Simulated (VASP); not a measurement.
# SnO (P6_3mc) in VASP: a series of runs, part 2 of 2

VASP 6.6.1.

## Step 4: Single point, PBE

This run uses another cell than the first one, of 21.75 Å³/atom, 0.965 times its volume.

File INCAR:

```
SYSTEM = SnO
PREC = Accurate
ENCUT = 910
EDIFF = 1E-6
ISMEAR = 0
SIGMA = 0.1
LREAL = .FALSE.
LASPH = .TRUE.
NELM = 120
ALGO = Normal
ISIF = 2
LWAVE = .FALSE.
LCHARG = .FALSE.
GGA = PE
NBANDS = 28
GGA_COMPAT = .FALSE.
```

File KPOINTS:

```
regular mesh
0
G
  6 6 4
  0 0 0
```

File POSCAR:

```
SnO
1.0
    3.3669373682      0.0000000028      0.0000000000
   -1.6834686865      2.9158532924      0.0000000000
    0.0000000000      0.0000000000      8.8597317093
Sn O
2 2
Direct
    0.3333333333      0.6666666667      0.3777426838
    0.6666666667      0.3333333333      0.8777426838
    0.3333333333      0.6666666667     -0.0046077538
    0.6666666667      0.3333333333      0.4953922462
```

Potentials or basis: VASP PAW PBE potentials, release 64 (Sn_d, O_h).

Run with:

```console
> cat potpaw_PBE.64/Sn_d/POTCAR potpaw_PBE.64/O_h/POTCAR > POTCAR
> mpirun -np 1 vasp_std > vasp.out
```

OUTCAR:

```text
SYSTEM = SnO
   PREC = Accurate
   ENCUT = 910
   EDIFF = 1E-6
   ISMEAR = 0
   LREAL = .FALSE.
   LASPH = .TRUE.
   NELM = 120
   ISIF = 2
   GGA = PE

 ion  position               nearest neighbor table
   1  0.333  0.667  0.378-   4 2.21   4 2.21   4 2.21
   2  0.667  0.333  0.878-   3 2.21   3 2.21   3 2.21
   3  0.333  0.667  0.995-   2 2.21   2 2.21   2 2.21
   4  0.667  0.333  0.495-   1 2.21   1 2.21   1 2.21

  LATTYP: Found a hexagonal cell.
 ALAT       =     3.3669373682
 C/A-ratio  =     2.6313918973

  Lattice vectors:

 A1 = (   3.3669373682,   0.0000000028,   0.0000000000)
 A2 = (  -1.6834686865,   2.9158532924,   0.0000000000)
 A3 = (   0.0000000000,   0.0000000000,   8.8597317093)

Analysis of symmetry for initial positions (statically):
=====================================================================
 Subroutine PRICEL returns:
 Original cell was already a primitive cell.

 Routine SETGRP: Setting up the symmetry group for a
 hexagonal supercell.

 Subroutine GETGRP returns: Found 12 space group operations
 (whereof  6 operations were pure point group operations)
 out of a pool of 24 trial point group operations.

The static configuration has the point symmetry C_3v.
 The point group associated with its full space group is C_6v.

Analysis of symmetry for dynamics (positions and initial velocities):
=====================================================================
 Subroutine PRICEL returns:
 Original cell was already a primitive cell.

 Routine SETGRP: Setting up the symmetry group for a
 hexagonal supercell.

 Subroutine GETGRP returns: Found 12 space group operations
 (whereof  6 operations were pure point group operations)
 out of a pool of 24 trial point group operations.

The dynamic configuration has the point symmetry C_3v.
 The point group associated with its full space group is C_6v.

 Subroutine INISYM returns: Found 12 space group operations
 (whereof  6 operations are pure point group operations),
 and found     1 'primitive' translations

----------------------------------------------------------------------------------------

                                     Primitive cell

  volume of cell :      86.9804

  direct lattice vectors                    reciprocal lattice vectors
     3.366937368  0.000000003  0.000000000     0.297005822  0.171476391  0.000000000
    -1.683468686  2.915853292  0.000000000    -0.000000000  0.342952782  0.000000000
     0.000000000  0.000000000  8.859731709     0.000000000  0.000000000  0.112870235

  length of vectors
     3.366937368  3.366937368  8.859731709     0.342952782  0.342952782  0.112870235

  position of ions in fractional coordinates (direct lattice)
     0.333333333  0.666666667  0.377742684
     0.666666667  0.333333333  0.877742684
     0.333333333  0.666666667  0.995392246
     0.666666667  0.333333333  0.495392246

  ion indices of the primitive-cell ions
   primitive index   ion index
                 1           1
                 2           2
                 3           3
                 4           4

----------------------------------------------------------------------------------------

 KPOINTS: regular mesh

Automatic generation of k-mesh.
 Grid dimensions read from file:
 generate k-points for:    6    6    4

 Generating k-lattice:

  Cartesian coordinates                     Fractional coordinates (reciprocal lattice)
     0.049500970  0.028579399  0.000000000     0.166666667  0.000000000  0.000000000
    -0.000000000  0.057158797  0.000000000     0.000000000  0.166666667  0.000000000
     0.000000000  0.000000000  0.028217559     0.000000000  0.000000000  0.250000000

  Length of vectors
     0.057158797  0.057158797  0.028217559

  Shift w.r.t. Gamma in fractional coordinates (k-lattice)
     0.000000000  0.000000000  0.000000000

 Subroutine IBZKPT returns following result:
 ===========================================

 Found     21 irreducible k-points:

 Following reciprocal coordinates:
            Coordinates               Weight
  0.000000  0.000000  0.000000      1.000000
  0.166667 -0.000000  0.000000      6.000000
  0.333333 -0.000000  0.000000      6.000000
  0.500000  0.000000  0.000000      3.000000
  0.166667  0.166667  0.000000      6.000000
  0.333333  0.166667  0.000000     12.000000
[... 13 lines left out ...]
  0.333333  0.166667  0.500000     12.000000
  0.333333  0.333333  0.500000      2.000000
   k-points           NKPTS =     21   k-points in BZ     NKDIM =     21   number of bands    NBANDS=     28
   number of dos      NEDOS =    301   number of ions     NIONS =      4
   total plane-waves  NPLWV = 116640
   dimension x,y,z NGX =    36 NGY =   36 NGZ =   90
   dimension x,y,z NGXF=    72 NGYF=   72 NGZF=  180
   ions per type =               2   2
   NGX,Y,Z   is equivalent  to a cutoff of  17.78, 17.78, 16.89 a.u.
   NGXF,Y,Z  is equivalent  to a cutoff of  35.55, 35.55, 33.78 a.u.
 SYSTEM =  SnO
   PREC   = accura    normal or accurate (medium, high low for compatibility)
   ISTART =      0    job   : 0-new  1-cont  2-samecut
   ICHARG =      2    charge: 1-file 2-atom 10-const
   ISPIN  =      1    spin polarized calculation?
   LNONCOLLINEAR =      F non collinear calculations
   LSORBIT =      F    spin-orbit coupling
   LASPH  =      T    aspherical Exc in radial PAW
   ENCUT  =  910.0 eV  66.88 Ry    8.18 a.u.   8.28  8.28 21.79*2*pi/ulx,y,z
   NELM   =    120;   NELMIN=  2; NELMDL= -5     # of ELM steps
   EDIFF  = 0.1E-05   stopping-criterion for ELM
   LREAL  =      F    real-space projection
   EDIFFG = 0.1E-04   stopping-criterion for IOM
   NSW    =      0    number of steps for IOM
   IBRION =     -1    ionic relax: 0-MD 1-quasi-New 2-CG
   NFREE  =      0    steps in history (QN), initial steepest desc. (CG)
   ISIF   =      2    stress and relaxation
   ISYM   =      2    0-nonsym 1-usesym 2-fastsym
   POTIM  = 0.5000    time-step for ionic-motion
   TEBEG  =    0.0;   TEEND  =   0.0 temperature during run
   PSTRESS=    0.0 pullay stress
   NELECT =      40.0000    total number of electrons
   NUPDOWN=      -1.0000    fix difference up-down
   EMIN   =  10.00;   EMAX   =-10.00  energy-range for DOS
   EFERMI =   0.00;   METHOD = LEGACY
   ISMEAR =     0;   SIGMA  =   0.10  broadening in eV -4-tet -1-fermi 0-gaus
   EFERMI_NEDOS =   21; number of points for ismear=-14 and -15
   IALGO  =     38    algorithm
   IMIX   =      4    mixing-type and parameters
     AMIX     =   0.40;   BMIX     =  1.00
     AMIX_MAG =   1.60;   BMIX_MAG =  1.00
  volume/ion in A,a.u.               =      21.75       146.74
  Fermi-wavevector in a.u.,A,eV,Ry     =   1.263633  2.387921 21.725363  1.596769
  Thomas-Fermi vector in A             =   2.396980
   LORBIT       =      0    0 simple, 1 ext, 2 COOP (PROOUT), +10 PAW based schemes
   GGA     = PE    functional components
   LHFCALC =     F    Hartree Fock is set to
   AEXX    =    0.0000 exact exchange contribution
   IVDW    =     0    specifies the selected vdW correction
   LEPSILON=     F    determine dielectric tensor
   LRPA    =     F    only Hartree local field effects (RPA)
 non-spin polarized calculation
 Gauss-broadening in eV      SIGMA  =   0.10
  energy-cutoff  :      910.00
  volume of cell :       86.98
 maximum number of plane-waves:      5480
 NGX is ok and might be reduce to    36
   NGX = 17   NGY = 17   NGZ = 43

 number of electron      40.0000001 magnetization

 Free energy of the ion-electron system (eV)
  ---------------------------------------------------
  ext. energy  EPLUGINS =         0.00000000
  ---------------------------------------------------
  free energy    TOTEN  =       -21.48698349 eV

  energy without entropy =      -21.48698349  energy(sigma->0) =      -21.48698349

 E-fermi :   4.4655     XC(G=0):  -9.0247

 val. band max:        4.0362445310   @ k =   0.3333   0.3333   0.0000
 cond. band min:       5.4833488001   @ k =   0.0000   0.0000   0.0000
 fundamental gap:      1.4471042692
 Fermi energy:         4.4655203451

 k-point     1 :       0.0000    0.0000    0.0000
  band No.  band energies     occupation
      1     -16.7502      2.00000
      2     -16.7502      2.00000
      3     -16.7501      2.00000
      4     -16.7501      2.00000
      5     -16.7454      2.00000
      6     -16.7411      2.00000
[... 20 lines left out ...]
     27      12.3615      0.00000
[... 598 lines left out ...]
      6     -16.6502      2.00000
[... 20 lines left out ...]
     27      13.1040      0.00000
     28      13.1040      0.00000

------------------------ aborting loop because EDIFF is reached ----------------------------------------

  FORCE on cell =-STRESS in cart. coord.  units (eV):
  Direction    XX          YY          ZZ          XY          YZ          ZX
  --------------------------------------------------------------------------------------
  -------------------------------------------------------------------------------------
  Total       -0.0014669     -0.0014669      0.2017839     -0.0000000      0.0000000      0.0000000
  in kB       -0.0270209     -0.0270209      3.7168575     -0.0000000      0.0000000      0.0000000
  external PRESSURE =       1.2209386 kB  Pullay stress =       0.0000000 kB

 VOLUME and BASIS-vectors are now :
 -----------------------------------------------------------------------------
  energy-cutoff  :      910.00
  volume of cell :       86.98
      direct lattice vectors                 reciprocal lattice vectors
     3.366937368  0.000000003  0.000000000     0.297005822  0.171476391  0.000000000
    -1.683468686  2.915853292  0.000000000    -0.000000000  0.342952782  0.000000000
     0.000000000  0.000000000  8.859731709     0.000000000  0.000000000  0.112870235

 POSITION                                       TOTAL-FORCE (eV/Angst)
 -----------------------------------------------------------------------------------
     -0.00000      1.94390      3.34670        -0.000000      0.000000     -0.052012
      1.68347      0.97195      7.77656        -0.000000     -0.000000     -0.052012
     -0.00000      1.94390      8.81891         0.000000      0.000000      0.052012
      1.68347      0.97195      4.38904        -0.000000     -0.000000      0.052012
 -----------------------------------------------------------------------------------
    total drift:                                0.000000      0.000000     -0.000847

  FREE ENERGIE OF THE ION-ELECTRON SYSTEM (eV)
  ---------------------------------------------------
  free  energy   TOTEN  =       -21.4869834932 eV

  energy  without entropy=      -21.4869834932  energy(sigma->0) =      -21.48698349
```

OSZICAR:

```text
N       E                     dE             d eps       ncg     rms          rms(c)
DAV:   1     0.544814465710E+03    0.54481E+03   -0.27136E+04  1216   0.284E+03
DAV:   2     0.926545725216E+02   -0.45216E+03   -0.43647E+03  1216   0.699E+02
DAV:   3    -0.155956991967E+02   -0.10825E+03   -0.10388E+03  1528   0.226E+02
DAV:   4    -0.251863658765E+02   -0.95907E+01   -0.94609E+01  1396   0.689E+01
DAV:   5    -0.255032750599E+02   -0.31691E+00   -0.31624E+00  1324   0.131E+01    0.122E+01
DAV:   6    -0.217166906350E+02    0.37866E+01   -0.18307E+01  1912   0.499E+01    0.650E+00
DAV:   7    -0.215160558161E+02    0.20063E+00   -0.28401E+00  1324   0.103E+01    0.281E+00
DAV:   8    -0.214911222639E+02    0.24934E-01   -0.45493E-01  1352   0.432E+00    0.933E-01
DAV:   9    -0.214852688116E+02    0.58535E-02   -0.35151E-02  1792   0.182E+00    0.331E-01
DAV:  10    -0.214873802563E+02   -0.21114E-02   -0.78862E-03  1336   0.818E-01    0.189E-01
DAV:  11    -0.214869323318E+02    0.44792E-03   -0.29040E-03  1880   0.451E-01    0.264E-02
DAV:  12    -0.214869734612E+02   -0.41129E-04   -0.34959E-04  1212   0.127E-01    0.243E-02
DAV:  13    -0.214869822383E+02   -0.87771E-05   -0.33961E-05  1552   0.430E-02    0.573E-03
DAV:  14    -0.214869833501E+02   -0.11118E-05   -0.19298E-06  1140   0.103E-02    0.165E-03
DAV:  15    -0.214869834932E+02   -0.14312E-06   -0.46886E-07   896   0.639E-03
   1 F= -.21486983E+02 E0= -.21486983E+02  d E =-.427439E-10
```

stdout:

```text
POSCAR found type information on POSCAR SnO
 POSCAR found :  2 types and       4 ions
 scaLAPACK will be used
 LDA part: xc-table for (Slater+PW92), standard interpolation
 POSCAR, INCAR and KPOINTS ok, starting setup
 FFT: planning ... GRIDC
 FFT: planning ... GRID_SOFT
 FFT: planning ... GRID
 WAVECAR not read
 entering main loop
```

It took 3.1 min on 1 thread of AMD EPYC 7R43 (Zen 3), shared host; peak memory 0.34 GiB.

What came out:

- Free energy: -21.4870 eV
- Pressure: 0.1 GPa
- Largest force: 0.052 eV/Å
- Band gap on the k mesh: 1.45 eV, indirect (least direct gap 1.58 eV)

Forces on the atoms (eV/Å):
```
Sn   0.000  0.000 -0.052
Sn   0.000  0.000 -0.052
O    0.000  0.000  0.052
O    0.000  0.000  0.052
```

Caveat: the cutoff is under 1.25 times the usual one of these potentials, so pressure, stress and relaxed cells hold a basis-set (Pulay) error; spin-orbit coupling is left out, which moves the levels of the heavy elements. A k mesh can miss the band edges.

## Step 5: Overview

| potentials or basis | cell | k mesh | cutoff (eV) | smearing | second run | gap on the mesh (eV) | pressure (GPa) | largest force (eV/Å) |
| --- | --- | --- | --- | --- | --- | --- | --- | --- |
| VASP PAW PBE potentials, release 64 (Sn_d, O) | a = 3.360, b = 3.360, c = 9.216 Å, angles 90.0, 90.0, 120.0°, 4 atoms | 9 × 9 × 4 | 520 | gaussian 0.02 eV | - | 1.46 | 0.2 | 0.06 |
| VASP PAW PBE potentials, release 64 (Sn_d, O_h) | a = 3.360, b = 3.360, c = 9.216 Å, angles 90.0, 90.0, 120.0°, 4 atoms | 9 × 9 × 4 | 910 | gaussian 0.02 eV | hard_potentials | 1.45 | 0.0 | 0.05 |
| VASP PAW PBE potentials, release 64 (Sn_d, O_h) | a = 3.367, b = 3.367, c = 8.860 Å, angles 90.0, 90.0, 120.0°, 4 atoms | 6 × 6 × 4 | 910 | gaussian 0.1 eV | hard_potentials | 1.45 | 0.1 | 0.05 |

Alike in all rows: task single point; level PBE; no spin polarisation.

Caveats: spin-orbit coupling is left out, which moves the levels of the heavy elements; the cutoff is under 1.25 times the usual one of these potentials, so pressure, stress and relaxed cells hold a basis-set (Pulay) error (some runs).

Absolute energies hang on the potentials; compare differences alone.
